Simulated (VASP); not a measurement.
C: single point with PBE+D3(BJ)

C:

```
C
1.0
     1.21395    0.70088    6.93466
    -1.21395    0.70088    6.93466
     0.00000   -1.40175    6.93466
C
4
Direct
  0.08115 0.08115 0.08115
  0.91885 0.91885 0.91885
  0.25216 0.25216 0.25216
  0.74784 0.74784 0.74784
```

This cell differs from its parent crystal: strain -0.015 along x and y, +0.000 along z.

```
Program                : VASP 6.6.1
Task                   : single point
Functional             : PBE
Dispersion             : D3(BJ)
Potentials or basis    : VASP PAW PBE potentials, release 64 (C)
Cutoff                 : 520 eV
k mesh                 : 18 × 18 × 18
Occupations            : gaussian, width 0.03 eV
Spin                   : no spin polarisation
Dipole correction      : no
Further INCAR settings : ALGO = Normal; EDIFF = 1e-07; NBANDS = 16
```

- Pressure: 14.2 GPa
- Dispersion energy per atom: -0.150 eV

Forces in eV/Å, atoms in the order of the input:
```
C    0.000  0.000  0.002
C    0.000  0.000 -0.002
C    0.000  0.000 -0.001
C    0.000  0.000  0.001
```

Stress tensor (GPa, compression positive):
```
21.41  0.00  0.00
 0.00 21.41  0.00
 0.00  0.00 -0.22
```

It took 19 min on 1 thread of AMD EPYC 9R45 96-Core Processor (Zen 5), on a shared host, peak memory 0.5 GiB.

Caveat: the cell differs from its parent crystal (strain -0.015 along x and y, +0.000 along z); the cell stands under pressure.
